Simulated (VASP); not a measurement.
TaN, 6 atoms in the cell. It takes space group P-62m (No. 189, hexagonal). Conventional cell: a = 5.196 Å, b = 5.196 Å, c = 2.911 Å, α = 90.00°, β = 90.00°, γ = 120.00°. Ta (site symmetry -6) has 6 N at 2.16 Å and 5 Ta at 2.91 to 3.00 Å within 3.0 Å. Within 2.7 Å of Ta (site symmetry -62m) lie 3 N at 2.04 Å. Within 3.0 Å of N (site symmetry m2m) lie 5 Ta at 2.04 to 2.16 Å and 6 N at 2.77 to 2.91 Å. 

```yaml
Program: VASP 6.6.1
Task: single point
Functional: LDA
Potentials_or_basis: VASP PAW LDA potentials, release 64 (Ta_sv_GW, N)
Cutoff: 700 eV
k_mesh: 6 × 6 × 9
Occupations: gaussian, width 0.1 eV
Spin: no spin polarisation
Dipole_correction: no
Further_INCAR_settings: ALGO = Normal; EDIFF = 1e-06; NBANDS = 36
```

Potentials or basis: VASP PAW LDA potentials, release 64 (Ta_sv_GW, N).

Command:

```bash
$ cat potpaw_LDA.64/Ta_sv_GW/POTCAR potpaw_LDA.64/N/POTCAR > POTCAR
$ mpirun -np 1 vasp_std > vasp.out
```

Hardware: 1 thread of Intel(R) Xeon(R) 6975P-C (Granite Rapids), on a shared host.

Task: Estimate the wall time of this run.

Result: Wall time 93 s on 1 thread of Intel(R) Xeon(R) 6975P-C (Granite Rapids), on a shared host, peak memory 0.27 GiB. Counts: scf iterations 19, k points 35.
